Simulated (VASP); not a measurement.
Wanted: the native input for a VASP 6.6.1 run.

* Task: single point
* Functional: LDA
* Potentials or basis: VASP PAW LDA potentials, release 64 (Cd, S)
* Cutoff: 520 eV
* k mesh: 6 × 6 × 6
* Occupations: fermi-dirac, width 0.02 eV
* Spin: no spin polarisation
* Dipole correction: no
* Further INCAR settings: ALGO = Normal; EDIFF = 1e-06; NBANDS = 16

The structure of CdS (Hawleyite) lies in POSCAR:

```
CdS
1.0
    0.0000000000      2.8784332884      2.8784332884
    2.8784332884      0.0000000000      2.8784332884
    2.8784332884      2.8784332884      0.0000000000
Cd S
1 1
Direct
    0.0000000000      0.0000000000      0.0000000000
    0.2500000000      0.2500000000      0.2500000000
```

These files were run (other wordings do the same):

INCAR

```
PREC     = Accurate       # precision mode
ENCUT    = 520            # plane-wave cutoff, eV
EDIFF    = 1E-6           # SCF threshold, eV
ISMEAR   = -1             # smearing method
SIGMA    = 0.02           # smearing width, eV
LREAL    = F              # projectors in reciprocal space
LASPH    = T              # aspherical terms in the spheres
NELM     = 60             # most SCF steps
ALGO     = Normal         # electronic algorithm
ISIF     = 2              # what is computed and relaxed
LWAVE    = F              # write WAVECAR
LCHARG   = F              # write CHGCAR
NBANDS   = 16             # bands
```

KPOINTS

```
Automatic mesh
0
Gamma
  6 6 6
```

Potentials or basis: VASP PAW LDA potentials, release 64 (Cd, S).

The run is started by

```bash
$ cat potpaw_LDA.64/Cd/POTCAR potpaw_LDA.64/S/POTCAR > POTCAR
$ mpirun -np 1 vasp_std > vasp.out
```

It gave:

- Pressure: 0.6 GPa
- Band gap on the k mesh: 0.98 eV, direct

Run time: 8.8 s on 1 thread of AMD EPYC 9R45 96-Core Processor (Zen 5), on a shared host, peak memory 0.12 GiB.
